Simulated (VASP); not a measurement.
Input of a VASP 6.6.1 run:

INCAR

```
SYSTEM = Os
PREC = Accurate
ENCUT = 520
EDIFF = 1E-6
ISMEAR = -1
SIGMA = 0.1
LREAL = .False.
LASPH = .True.
NELM = 60
ALGO = Normal
ISIF = 2
LWAVE = .False.
LCHARG = .True.
GGA = RE
LELF = .True.
LVHAR = .True.
NBANDS = 15
```

KPOINTS

```
Automatic mesh
0
Gamma
  11 11 11
  0 0 0
```

File POSCAR:

```
Os
1.0
    0.0000000000      2.8592630245      2.8592630245
    2.8592630245      0.0000000000      2.8592630245
    2.8592630245      2.8592630245      0.0000000000
Os
2
Direct
    0.1250000000      0.1250000000      0.1250000000
    0.8750000000      0.8750000000      0.8750000000
```

Potentials or basis: VASP PAW PBE potentials, release 64 (Os).

Command:

```sh
$ cat potpaw_PBE.64/Os/POTCAR > POTCAR
$ mpirun -np 1 vasp_std > vasp.out
```

Problem. Predict the pressure.

Solution. -13.5 GPa.

Problem. Predict the band gap on the k mesh.

Solution. Zero (bands 8 and 9 overlap by 0.90 eV).

Caveat: the cell stands under tension; the PAW data sets were made with another functional, which shifts forces and pressure a little; spin-orbit coupling is left out, which moves the levels of the heavy elements.
